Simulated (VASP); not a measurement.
Here is a VASP 6.6.1 calculation.

Contents of POSCAR:

```
W
1.0
    0.0000000000      2.0090645739      2.0090645739
    2.0090645739      0.0000000000      2.0090645739
    2.0090645739      2.0090645739      0.0000000000
W
1
Direct
    0.0000000000      0.0000000000      0.0000000000
```

INCAR.step1

```
PREC = Accurate
ENCUT = 520
ISMEAR = -1
SIGMA = 0.1
LREAL = F
LASPH = T
NELM = 60
NBANDS = 13
GGA = PE
ALGO = Normal
EDIFF = 1E-4
LWAVE = T
LCHARG = F
```

The input INCAR.step2:

```
PREC = Accurate
ENCUT = 520
EDIFF = 1E-6
ISMEAR = -1
SIGMA = 0.1
LREAL = F
LASPH = T
NELM = 60
ALGO = Normal
ISIF = 2
LWAVE = F
LCHARG = F
METAGGA = R2SCAN
LMIXTAU = T
NBANDS = 13
ISTART = 1
```

KPOINTS

```
Automatic mesh
0
Gamma
  14 14 14
```

Potentials or basis: VASP PAW PBE potentials, release 64 (W_sv).

The run is started by

```bash
$ cat potpaw_PBE.64/W_sv/POTCAR > POTCAR
$ cp INCAR.step1 INCAR
$ mpirun -np 1 vasp_std > vasp.out
$ cp INCAR.step2 INCAR
$ mpirun -np 1 vasp_std > vasp.out
```

(1) Estimate the pressure.

(2) Predict the band gap on the k mesh.

## Answers

(1) 1.2 GPa.

(2) zero (bands 7 and 8 overlap by 3.68 eV).

Caveat: the PAW data sets were made with another functional, which shifts forces and pressure a little; spin-orbit coupling is left out, which moves the levels of the heavy elements.
